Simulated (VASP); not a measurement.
# HfC (Fm-3m) in VASP: single point with PBEsol

Aim: the single point of HfC with PBEsol.

All numbers are computed with VASP 6.6.1; they aren't measurements. Logs are shortened: lines on timing, memory, paths and dates and some standing lists are left out, and cuts for length are marked.

## (1) The cell of the first run

It takes space group Fm-3m (No. 225, cubic). The conventional cell has a = 4.650 Å, b = 4.650 Å, c = 4.650 Å, α = 90.00°, β = 90.00°, γ = 90.00°. Within 3.1 Å of Hf (site symmetry m-3m) lie 6 C at 2.33 Å. Within 3.1 Å of C (site symmetry m-3m) lie 6 Hf at 2.33 Å.

## (2) Single point, PBEsol

INCAR

```
PREC = Accurate
ENCUT = 600
EDIFF = 1E-6
ISMEAR = -1
SIGMA = 0.0272
LREAL = False
LASPH = True
NELM = 120
ALGO = Normal
ISIF = 2
LWAVE = False
LCHARG = False
GGA = PS
NBANDS = 14
GGA_COMPAT = False
```

KPOINTS

```
Automatic mesh
0
Gamma
  10 10 10
```

POSCAR

```
HfC
1.0
    0.0000000000      2.3250000000      2.3250000000
    2.3250000000      0.0000000000      2.3250000000
    2.3250000000      2.3250000000      0.0000000000
Hf C
1 1
Direct
    0.5000000000      0.5000000000      0.5000000000
    0.0000000000      0.0000000000      0.0000000000
```

Potentials or basis: VASP PAW PBE potentials, release 64 (Hf_pv, C).

Launch:

```
> cat potpaw_PBE.64/Hf_pv/POTCAR potpaw_PBE.64/C/POTCAR > POTCAR
> mpirun -np 1 vasp_std > vasp.out
```

OUTCAR:

```text
PREC = Accurate
   ENCUT = 600
   EDIFF = 1E-6
   ISMEAR = -1
   LREAL = False
   LASPH = True
   NELM = 120
   ISIF = 2
   GGA = PS

 ion  position               nearest neighbor table
   1  0.500  0.500  0.500-   2 2.33   2 2.33   2 2.33   2 2.33   2 2.33   2 2.33
   2  0.000  0.000  0.000-   1 2.33   1 2.33   1 2.33   1 2.33   1 2.33   1 2.33

  LATTYP: Found a face centered cubic cell.
 ALAT       =     4.6500000000

  Lattice vectors:

 A1 = (   0.0000000000,   2.3250000000,   2.3250000000)
 A2 = (   2.3250000000,   0.0000000000,   2.3250000000)
 A3 = (   2.3250000000,   2.3250000000,   0.0000000000)

Analysis of symmetry for initial positions (statically):
=====================================================================
 Subroutine PRICEL returns:
 Original cell was already a primitive cell.

 Routine SETGRP: Setting up the symmetry group for a
 face centered cubic supercell.

 Subroutine GETGRP returns: Found 48 space group operations
 (whereof 48 operations were pure point group operations)
 out of a pool of 48 trial point group operations.

The static configuration has the point symmetry O_h .

Analysis of symmetry for dynamics (positions and initial velocities):
=====================================================================
 Subroutine PRICEL returns:
 Original cell was already a primitive cell.

 Routine SETGRP: Setting up the symmetry group for a
 face centered cubic supercell.

 Subroutine GETGRP returns: Found 48 space group operations
 (whereof 48 operations were pure point group operations)
 out of a pool of 48 trial point group operations.

The dynamic configuration has the point symmetry O_h .

 Subroutine INISYM returns: Found 48 space group operations
 (whereof 48 operations are pure point group operations),
 and found     1 'primitive' translations

----------------------------------------------------------------------------------------

                                     Primitive cell

  volume of cell :      25.1362

  direct lattice vectors                    reciprocal lattice vectors
     0.000000000  2.325000000  2.325000000    -0.215053763  0.215053763  0.215053763
     2.325000000  0.000000000  2.325000000     0.215053763 -0.215053763  0.215053763
     2.325000000  2.325000000  0.000000000     0.215053763  0.215053763 -0.215053763

  length of vectors
     3.288046533  3.288046533  3.288046533     0.372484045  0.372484045  0.372484045

  position of ions in fractional coordinates (direct lattice)
     0.500000000  0.500000000  0.500000000
     0.000000000  0.000000000  0.000000000

  ion indices of the primitive-cell ions
   primitive index   ion index
                 1           1
                 2           2

----------------------------------------------------------------------------------------

 KPOINTS: Automatic mesh

Automatic generation of k-mesh.
 Grid dimensions read from file:
 generate k-points for:   10   10   10

 Generating k-lattice:

  Cartesian coordinates                     Fractional coordinates (reciprocal lattice)
    -0.021505376  0.021505376  0.021505376     0.100000000  0.000000000  0.000000000
     0.021505376 -0.021505376  0.021505376     0.000000000  0.100000000  0.000000000
     0.021505376  0.021505376 -0.021505376     0.000000000  0.000000000  0.100000000

  Length of vectors
     0.037248404  0.037248404  0.037248404

  Shift w.r.t. Gamma in fractional coordinates (k-lattice)
     0.000000000  0.000000000  0.000000000

 Subroutine IBZKPT returns following result:
 ===========================================

 Found     47 irreducible k-points:

 Following reciprocal coordinates:
            Coordinates               Weight
  0.000000  0.000000  0.000000      1.000000
  0.100000  0.000000  0.000000      8.000000
  0.200000  0.000000  0.000000      8.000000
  0.300000  0.000000  0.000000      8.000000
  0.400000  0.000000  0.000000      8.000000
  0.500000  0.000000  0.000000      4.000000
[... 16 lines left out ...]
  0.300000  0.300000  0.000000      6.000000
  0.400000  0.300000  0.000000     24.000000
 [... further k-points ...]
   k-points           NKPTS =     47   k-points in BZ     NKDIM =     47   number of bands    NBANDS=     14
   number of dos      NEDOS =    301   number of ions     NIONS =      2
   total plane-waves  NPLWV =  21952
   dimension x,y,z NGX =    28 NGY =   28 NGZ =   28
   dimension x,y,z NGXF=    56 NGYF=   56 NGZF=   56
   ions per type =               1   1
   NGX,Y,Z   is equivalent  to a cutoff of  14.16, 14.16, 14.16 a.u.
   NGXF,Y,Z  is equivalent  to a cutoff of  28.31, 28.31, 28.31 a.u.
 SYSTEM =  unknown system
   PREC   = accura    normal or accurate (medium, high low for compatibility)
   ISTART =      0    job   : 0-new  1-cont  2-samecut
   ICHARG =      2    charge: 1-file 2-atom 10-const
   ISPIN  =      1    spin polarized calculation?
   LNONCOLLINEAR =      F non collinear calculations
   LSORBIT =      F    spin-orbit coupling
   LASPH  =      T    aspherical Exc in radial PAW
   ENCUT  =  600.0 eV  44.10 Ry    6.64 a.u.   6.57  6.57  6.57*2*pi/ulx,y,z
   NELM   =    120;   NELMIN=  2; NELMDL= -5     # of ELM steps
   EDIFF  = 0.1E-05   stopping-criterion for ELM
   LREAL  =      F    real-space projection
   EDIFFG = 0.1E-04   stopping-criterion for IOM
   NSW    =      0    number of steps for IOM
   IBRION =     -1    ionic relax: 0-MD 1-quasi-New 2-CG
   NFREE  =      0    steps in history (QN), initial steepest desc. (CG)
   ISIF   =      2    stress and relaxation
   ISYM   =      2    0-nonsym 1-usesym 2-fastsym
   POTIM  = 0.5000    time-step for ionic-motion
   TEBEG  =    0.0;   TEEND  =   0.0 temperature during run
   PSTRESS=    0.0 pullay stress
   NELECT =      14.0000    total number of electrons
   NUPDOWN=      -1.0000    fix difference up-down
   EMIN   =  10.00;   EMAX   =-10.00  energy-range for DOS
   EFERMI =   0.00;   METHOD = LEGACY
   ISMEAR =    -1;   SIGMA  =   0.03  broadening in eV -4-tet -1-fermi 0-gaus
   EFERMI_NEDOS =   21; number of points for ismear=-14 and -15
   IALGO  =     38    algorithm
   IMIX   =      4    mixing-type and parameters
     AMIX     =   0.40;   BMIX     =  1.00
     AMIX_MAG =   1.60;   BMIX_MAG =  1.00
  volume/ion in A,a.u.               =      12.57        84.81
  Fermi-wavevector in a.u.,A,eV,Ry     =   1.346949  2.545365 24.684672  1.814272
  Thomas-Fermi vector in A             =   2.474740
   LORBIT       =      0    0 simple, 1 ext, 2 COOP (PROOUT), +10 PAW based schemes
   GGA     = PS    functional components
   LHFCALC =     F    Hartree Fock is set to
   AEXX    =    0.0000 exact exchange contribution
   IVDW    =     0    specifies the selected vdW correction
   LEPSILON=     F    determine dielectric tensor
   LRPA    =     F    only Hartree local field effects (RPA)
 non-spin polarized calculation
  energy-cutoff  :      600.00
  volume of cell :       25.14
 maximum number of plane-waves:       869
 NGX is ok and might be reduce to    28
   NGX = 13   NGY = 13   NGZ = 13

 number of electron      14.0000000 magnetization

 Free energy of the ion-electron system (eV)
  ---------------------------------------------------
  ext. energy  EPLUGINS =         0.00000000
  ---------------------------------------------------
  free energy    TOTEN  =       -22.17826350 eV

  energy without entropy =      -22.17750168  energy(sigma->0) =      -22.17788259

 E-fermi :   5.8378     XC(G=0): -12.4205

 val. band max:        5.8251300456   @ k =   0.1000   0.0000   0.0000
 cond. band min:       5.9576312578   @ k =   0.1000   0.1000   0.0000
 fundamental gap:      0.1325012122
 Fermi energy:         5.8378098803

 k-point     1 :       0.0000    0.0000    0.0000
  band No.  band energies     occupation
      1     -23.6944      2.00000
      2     -23.6944      2.00000
      3     -23.6944      2.00000
      4      -6.4836      2.00000
      5       6.8320      0.00000
      6       6.8320      0.00000
      7       6.8320      0.00000
      8       7.1507      0.00000
      9       7.1507      0.00000
     10       7.1507      0.00000
     11       9.1696      0.00000
     12       9.1696      0.00000
     13      12.6347      0.00000
     14      16.7508      0.00000

 k-point     2 :       0.1000    0.0000    0.0000
  band No.  band energies     occupation
      1     -23.7641      2.00000
      2     -23.7011      2.00000
      3     -23.7011      2.00000
      4      -6.2317      2.00000
      5       5.4342      2.00000
      6       5.8251      1.22896
      7       5.8251      1.22895
      8       7.5657      0.00000
      9       7.5657      0.00000
     10       7.9445      0.00000
     11      10.2824      0.00000
     12      10.2824      0.00000
     13      13.1837      0.00000
     14      17.4478      0.00000

 k-point     3 :       0.2000    0.0000    0.0000
  band No.  band energies     occupation
      1     -23.9417      2.00000
      2     -23.7187      2.00000
      3     -23.7187      2.00000
      4      -5.5268      2.00000
      5       3.6496      2.00000
      6       4.5812      2.00000
      7       4.5812      2.00000
      8       8.3078      0.00000
      9       8.3078      0.00000
     10       8.4793      0.00000
     11      12.2804      0.00000
     12      12.2804      0.00000
     13      14.3317      0.00000
     14      19.0805      0.00000

 k-point     4 :       0.3000    0.0000    0.0000
  band No.  band energies     occupation
      1     -24.1527      2.00000
      2     -23.7402      2.00000
      3     -23.7402      2.00000
      4      -4.5035      2.00000
      5       1.9223      2.00000
      6       3.6168      2.00000
      7       3.6168      2.00000
      8       9.1523      0.00000
      9       9.3871      0.00000
     10       9.3871      0.00000
     11      14.3971      0.00000
     12      14.3971      0.00000
     13      14.9561      0.00000
     14      19.5239      0.00000

 k-point     5 :       0.4000    0.0000    0.0000
  band No.  band energies     occupation
      1     -24.3169      2.00000
      2     -23.7575      2.00000
      3     -23.7575      2.00000
      4      -3.3678      2.00000
      5       0.4241      2.00000
      6       3.0196      2.00000
      7       3.0196      2.00000
      8      10.2648      0.00000
      9      10.5349      0.00000
     10      10.5349      0.00000
     11      13.8742      0.00000
[... 276 lines left out ...]
 k-point    22 :      -0.2000    0.2000    0.0000
  band No.  band energies     occupation
      1     -24.1147      2.00000
      2     -23.8745      2.00000
      3     -23.7330      2.00000
      4      -4.3165      2.00000
      5       1.7926      2.00000
      6       3.4063      2.00000
      7       3.7125      2.00000
      8       8.7195      0.00000
      9       9.8354      0.00000
     10      10.9439      0.00000
     11      11.7387      0.00000
     12      15.3917      0.00000
     13      16.0879      0.00000
     14      19.5543      0.00000

 k-point    23 :       0.3000    0.3000    0.0000
  band No.  band energies     occupation
      1     -24.1065      2.00000
      2     -23.8486      2.00000
      3     -23.8486      2.00000
      4      -4.6402      2.00000
      5       2.0015      2.00000
      6       4.8102      2.00000
      7       5.4070      2.00000
      8       5.4070      2.00000
      9      10.3371      0.00000
     10      11.8004      0.00000
     11      11.8004      0.00000
     12      13.1780      0.00000
     13      18.1379      0.00000
     14      19.4567      0.00000

 k-point    24 :       0.4000    0.3000    0.0000
  band No.  band energies     occupation
      1     -24.1913      2.00000
      2     -23.8942      2.00000
      3     -23.8733      2.00000
      4      -4.3689      2.00000
      5       2.0798      2.00000
      6       3.9751      2.00000
      7       5.1019      2.00000
      8       6.0066      0.00403
      9      11.1549      0.00000
     10      12.1744      0.00000
     11      12.3083      0.00000
     12      14.0786      0.00000
     13      17.3489      0.00000
     14      18.4373      0.00000

 [... further k-points ...]

------------------------ aborting loop because EDIFF is reached ----------------------------------------

  FORCE on cell =-STRESS in cart. coord.  units (eV):
  Direction    XX          YY          ZZ          XY          YZ          ZX
  --------------------------------------------------------------------------------------
  -------------------------------------------------------------------------------------
  Total       -1.1090329     -1.1090329     -1.1090329     -0.0000000      0.0000000      0.0000000
  in kB      -70.6896984    -70.6896984    -70.6896984     -0.0000000      0.0000000      0.0000000
  external PRESSURE =     -70.6896984 kB  Pullay stress =       0.0000000 kB

 VOLUME and BASIS-vectors are now :
 -----------------------------------------------------------------------------
  energy-cutoff  :      600.00
  volume of cell :       25.14
      direct lattice vectors                 reciprocal lattice vectors
     0.000000000  2.325000000  2.325000000    -0.215053763  0.215053763  0.215053763
     2.325000000  0.000000000  2.325000000     0.215053763 -0.215053763  0.215053763
     2.325000000  2.325000000  0.000000000     0.215053763  0.215053763 -0.215053763

 POSITION                                       TOTAL-FORCE (eV/Angst)
 -----------------------------------------------------------------------------------
      2.32500      2.32500      2.32500        -0.000000      0.000000     -0.000000
      0.00000      0.00000      0.00000         0.000000     -0.000000      0.000000
 -----------------------------------------------------------------------------------
    total drift:                                0.000000      0.000000      0.000000

  FREE ENERGIE OF THE ION-ELECTRON SYSTEM (eV)
  ---------------------------------------------------
  free  energy   TOTEN  =       -22.1782635049 eV

  energy  without entropy=      -22.1775016838  energy(sigma->0) =      -22.17788259
```

Wall time 29 s (1 thread of Intel Xeon 8259CL, shared host); peak memory 0.17 GiB.

Results:

* Free energy: -22.1783 eV
* Pressure: -7.1 GPa
* Band gap on the k mesh: zero (bands 7 and 8 overlap by 1.42 eV)

Caveat: the cell stands under tension; the PAW data sets were made with another functional, which shifts forces and pressure a little; spin-orbit coupling is left out, which moves the levels of the heavy elements.
